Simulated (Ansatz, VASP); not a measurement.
**MoS2: VASP beside Ansatz**

INCAR

```
  PREC = Accurate
  ENCUT = 520
  EDIFF = 1E-6
  ISMEAR = 0
  SIGMA = 0.05
  LREAL = False
  LASPH = True
  NELM = 80
  ALGO = Normal
  ISIF = 2
  LWAVE = False
  LCHARG = False
  GGA = PS
  NBANDS = 20
```

Contents of KPOINTS:

```
regular mesh
0
Gamma
  10 10 5
```

POSCAR

```
MoS2
1.0
    3.1690364643      0.0000000000      0.0000000000
   -1.5845177412      2.7444654161      0.0000000000
    0.0000000000      0.0000000000      6.1981949043
Mo S
1 2
Direct
    0.0000000000      0.0000000000      0.5000000000
    0.3333333333      0.6666666667      0.2553190000
    0.6666666667      0.3333333333      0.7446810000
```

Input for Ansatz:

```yaml
crystal:
  lattice:
    - [3.1690364643061955, 0.0, 0.0]
    - [-1.5845177412048665, 2.7444654160904793, 0.0]
    - [0.0, 0.0, 6.198194904343911]
  atoms:
    - { symbol: Mo, position: [0.0, 0.0, 0.5] }
    - { symbol: S, position: [0.3333333333333333, 0.6666666666666666, 0.255319] }
    - { symbol: S, position: [0.6666666666666666, 0.3333333333333333, 0.744681] }
basis:
  ecutwfc: 489.804952427784
kpoints:
  mp_grid:
    grid: [10, 10, 5]
hamiltonian:
  xc: pbesol
  pseudopotentials:
    kind: paw
scf:
  max_iter: 85
  occupations:
    method: gaussian
    width: 0.05
output:
  stress: true
```

Alike in both runs: task single point; functional PBEsol; k mesh 10 × 10 × 5; occupations gaussian, width 0.05 eV; no spin polarisation.

```csv
,VASP,Ansatz
version,VASP 6.6.1,Ansatz 0.2.0
potentials or method,"VASP PAW PBE potentials, release 64 (Mo_sv, S), cutoff 520 eV","plane waves, PAW"
valence electrons in the cell,26,26
```

|  | VASP | Ansatz | Ansatz less VASP |
| --- | --- | --- | --- |
| pressure (GPa) | 4.5 | 4.5 | 0.00 |
| traceless stress, the component that is largest in VASP (GPa) | 3.49 | 3.47 | -0.022 |

VASP's potentials were made for PBE, not for PBEsol.
